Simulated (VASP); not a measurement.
Input of a VASP 6.6.1 run:

Contents of INCAR:

```
PREC = Accurate
ENCUT = 600
EDIFF = 1E-8
ISMEAR = -1
SIGMA = 0.05
LREAL = False
LASPH = True
NELM = 80
ALGO = Normal
ISIF = 3
LWAVE = False
LCHARG = False
GGA = PS
IBRION = 6
NFREE = 2
POTIM = 0.015
NSW = 1
```

File KPOINTS:

```
regular mesh
0
Gamma
  10 10 10
```

File POSCAR:

```
Cu
1.0
   -1.4427933200      1.4427933200      1.3760814500
    1.4427933200     -1.4427933200      1.3760814500
    1.4427933200      1.4427933200     -1.3760814500
Cu
1
Direct
    0.0000000000      0.0000000000      0.0000000000
```

Potentials or basis: VASP PAW PBE potentials, release 64 (Cu).

Run with:

```bash
$ cat potpaw_PBE.64/Cu/POTCAR > POTCAR
$ mpirun -np 1 vasp_std > vasp.out
```

Predict the Voigt bulk modulus.

157 GPa.

Clamped-ion elastic tensor (GPa):
```
 96 208 162   0   0   0
208  96 162   0   0   0
162 162 163   0   0   0
  0   0   0  41   0   0
  0   0   0   0  41   0
  0   0   0   0   0  87
```

Caveat: the elastic tensor has a negative eigenvalue, so either the cell is unstable as it stands or the mesh is too thin; the PAW data sets were made with another functional, which shifts forces and pressure a little.
